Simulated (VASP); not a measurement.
Here is a VASP 6.6.1 calculation.

The input INCAR:

```
  PREC = Accurate
  ENCUT = 520
  EDIFF = 1E-6
  ISMEAR = -1
  SIGMA = 0.05
  LREAL = Auto
  LASPH = T
  NELM = 80
  ALGO = Normal
  ISIF = 2
  LWAVE = F
  LCHARG = T
  GGA = PS
  LELF = T
  LVHAR = T
  NBANDS = 64
```

Contents of KPOINTS:

```
regular mesh
0
Gamma
  1 1 1
```

The input POSCAR:

```
H6C2O
1.0
    7.2936330000      0.0000000000      0.0000000000
    0.0000000000      7.2936330000      0.0000000000
    0.0000000000      0.0000000000      7.2936330000
C O H
8 4 24
Direct
    0.6455082124      0.5853187294      0.8909414554
    0.5809450517      0.7464181431      1.0128285862
    0.0951789047      0.2591438313      0.7398233500
    0.1016503024      0.1006220083      0.8769703658
    0.2011069106      0.6663620174      0.4890018459
    0.0229926567      0.6276981581      0.3923284871
    0.6362535653      0.1503914442      0.2815880645
    0.4882203423      0.2622835561      0.3789880845
    0.4895365588      0.6829381188      1.1709528023
    0.2847963422      0.0689779702      0.9274390417
    0.0103926260      0.4326650381      0.3660589997
    0.3133829190      0.2204114191      0.2981093236
    0.3550493972      0.7008304366      1.1643031669
    0.6943590389      0.8324520853      1.0581557915
    0.4886727917      0.8183164686      0.9181981051
    0.6541321725      0.6243116428      0.7520806161
    0.7892363106      0.5386890182      0.9092450909
    0.5569789431      0.4591401843      0.9031027473
    0.3068978107      0.1225452391      1.0473107161
    0.0136557460      0.1488284371      1.0014213767
    0.0372242475     -0.0220740473      0.8121467038
   -0.0591474784      0.2830139657      0.7129917285
    0.1624978937      0.3860901693      0.7918550330
    0.1683797361      0.2139537320      0.6086678614
   -0.0982912082      0.4016516872      0.4279348851
   -0.0935747658      0.6771111187      0.4741806998
    0.0270372803      0.6893958059      0.2533305419
    0.2309959934      0.8170962263      0.4885082647
    0.1934426917      0.6218848686      0.6320992570
    0.3196349474      0.5896375647      0.4197907956
    0.2033554471      0.2922823235      0.3413388088
    0.4810908364      0.2180943297      0.5207418580
    0.5295577663      0.4091102473      0.3634402773
    0.7545485220      0.1687773432      0.3834303152
    0.6168256615      0.0034687789      0.2602132572
    0.6937420624      0.2143102073      0.1597009337
```

Potentials or basis: VASP PAW PBE potentials, release 64 (C, O, H).

Command:

```sh
$ cat potpaw_PBE.64/C/POTCAR potpaw_PBE.64/O/POTCAR potpaw_PBE.64/H/POTCAR > POTCAR
$ mpirun -np 1 vasp_gam > vasp.out
```

(1) What does it give for the band gap on the k mesh?

(2) What does it give for the pressure?

## Answers

(1) 4.55 eV.

(2) -0.5 GPa.

Caveat: the k points lie up to 0.86 Å⁻¹ apart; the PAW data sets were made with another functional, which shifts forces and pressure a little.
